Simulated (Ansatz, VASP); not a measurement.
# P: VASP beside Ansatz

```
CELL_PARAMETERS angstrom
4.27290 0.02136 0.02136
0.02136 4.27290 0.02136
0.02189 0.02189 4.37800
ATOMIC_POSITIONS crystal
P 0.00000 0.00000 0.00000
```

Change from the starting cell: equal xy, yz and zx shear strains of +1 %.

Alike in both runs: task single point; functional PBEsol; k mesh 10 × 10 × 9; occupations fermi-dirac, width 0.08 eV; no spin polarisation.

|  | VASP | Ansatz |
| --- | --- | --- |
| version | VASP 6.6.1 | Ansatz 0.2.0 |
| potentials or method | VASP PAW PBE potentials, release 64 (P), cutoff 500 eV | all-electron LAPW, scalar-relativistic |

|  | VASP | Ansatz | Ansatz less VASP |
| --- | --- | --- | --- |
| pressure (GPa) | -3.8 | -3.8 | +0.01 |
| traceless stress, the component that is largest in VASP (GPa) | 0.31 | 0.31 | 0.000 |

VASP's potentials were made for PBE, not for PBEsol. Ansatz ran all-electron here, and VASP with PAW potentials.
